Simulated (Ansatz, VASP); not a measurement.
# Ge2Sb2Te5: VASP beside Ansatz

```
Te Ge Sb
1.0
    11.95000    0.00000    0.00000
     0.00000   11.95000    0.00000
     0.00000    0.00000   11.95000
Te Ge Sb
30 12 12
Cartesian
  3.2478 3.2400 6.2135
  2.0153 9.5279 1.1232
  8.0601 4.3821 2.3199
  11.3514 0.1297 10.3692
  1.8657 -0.0626 8.1146
  0.3327 1.3522 2.3838
  9.9596 9.0928 10.4406
  8.9009 6.2488 6.0633
  10.8630 12.6710 6.3863
  4.0368 11.9918 3.4272
  -0.1505 4.1095 5.3109
  10.9560 2.9385 10.6644
  2.9061 7.8833 3.5346
  3.3108 6.3344 6.0470
  4.0710 4.9073 2.0256
  11.8278 6.1444 3.3912
  6.9437 9.5837 11.7219
  1.6422 0.4540 5.1476
  8.3195 10.0653 7.4212
  12.4276 5.8290 8.4416
  3.8907 8.3754 8.6764
  5.2593 5.5588 11.0584
  0.9270 9.0850 9.4986
  5.2552 2.0630 8.1990
  9.1588 5.5723 11.6240
  8.6349 8.1211 3.0887
  5.5374 0.0371 10.2620
  2.6640 3.1579 10.5600
  8.0048 12.0426 3.3244
  6.2232 5.6165 8.3620
  2.8771 1.7021 1.5010
  6.5083 9.8292 2.5616
  6.7422 7.8678 6.7453
  6.6626 11.8840 6.0949
  4.4647 11.0548 7.8645
  4.7623 9.4894 5.0352
  5.9460 3.1448 0.8615
  9.6674 11.2571 0.3286
  5.9874 1.8990 3.1606
  11.3759 7.6728 5.5949
  9.6571 6.2009 8.7915
  10.0352 2.3060 4.2105
  2.4807 0.3594 -0.8515
  6.0528 3.6809 5.2475
  1.3595 6.6561 10.9872
  8.2841 2.2432 6.5405
  -0.4318 10.4803 2.2312
  8.5296 3.6655 9.1089
  0.9451 2.9520 8.2684
  10.0450 10.0789 4.8546
  10.9592 7.5018 12.6156
  6.1844 6.1428 3.7167
  2.0772 9.3350 5.8979
  4.4393 8.2325 11.4768
```

Alike in both runs: functional PBE; dispersion D3(BJ); k mesh 1 × 1 × 1; occupations gaussian, width 0.05 eV; no spin polarisation.

Ansatz relaxed the structure, and its values are those at the end. VASP's run is a single point on that final structure, the one shown.

|  | VASP | Ansatz |
| --- | --- | --- |
| version | VASP 6.6.1 | Ansatz 0.2.0 |
| potentials or method | VASP PAW PBE potentials, release 64 (Te, Ge_d, Sb) | scalar-relativistic, plane waves, PAW |
| plane-wave cutoff (eV) | 520 | 420 |
| valence electrons in the cell | 408 | 828 |

Ansatz gave:

- pressure (GPa): 0.5
- rms of the force components (eV/Å): 0.015

Task: What did VASP give for the same quantities?

Result: Pressure (GPa): 0.5; rms of the force components (eV/Å): 0.018.

VASP's potentials hold 408 valence electrons a cell and Ansatz's 828, so a difference there can come from the potentials and not from the codes. Ansatz's warnings: dispersion switch in reach, relaxed geometry near dispersion switch, stress scf threshold loose.

The k mesh is coarse, so the values compare programs but aren't converged. Neither program's run includes spin-orbit coupling.
